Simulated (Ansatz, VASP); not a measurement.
**Ba2Hf2O in VASP and in Ansatz**

```xyz
5
Lattice="3.5390 0.0000 0.0000 -1.7695 3.0648 0.0000 0.0000 0.0000 12.3720" Properties=species:S:1:pos:R:3 pbc="T T T"
Ba    0.0000    2.0432    1.6716
Ba    1.7695    1.0216   10.7005
Hf    0.0000    2.0432    7.3120
Hf    1.7695    1.0216    5.0601
O     0.0000    0.0000    0.0000
```

Change from the starting cell: species swapped into the CaAl2Ge2 type (P-3m1, No. 164).

Alike in both runs: task relaxation of cell and atoms; functional PBE; k mesh 12 × 12 × 4; occupations gaussian, width 0.1 eV; no spin polarisation.

|  | VASP | Ansatz |
| --- | --- | --- |
| version | VASP 6.6.1 | Ansatz 0.2.0 |
| potentials or method | VASP PAW PBE potentials, release 64 (Ba_sv, Hf_pv, O), cutoff 600 eV | scalar-relativistic, plane waves, PAW |
| valence electrons in the cell | 46 | 78 |

```tsv
	VASP	Ansatz	Ansatz less VASP
gap on the k mesh at the Fermi level, each at its own relaxed structure (eV)	none	none	-
relaxed volume (Å³/atom)	27.20	26.83	-0.371
relaxed length of the cell vector where the two differ most in proportion (Å)	3.557	3.533	-0.0236
```

A gap of «none» marks a metal or a gap that the smearing closes. VASP's potentials hold 46 valence electrons a cell and Ansatz's 78, so a difference there can come from the potentials and not from the codes.

Spin-orbit coupling is off throughout.
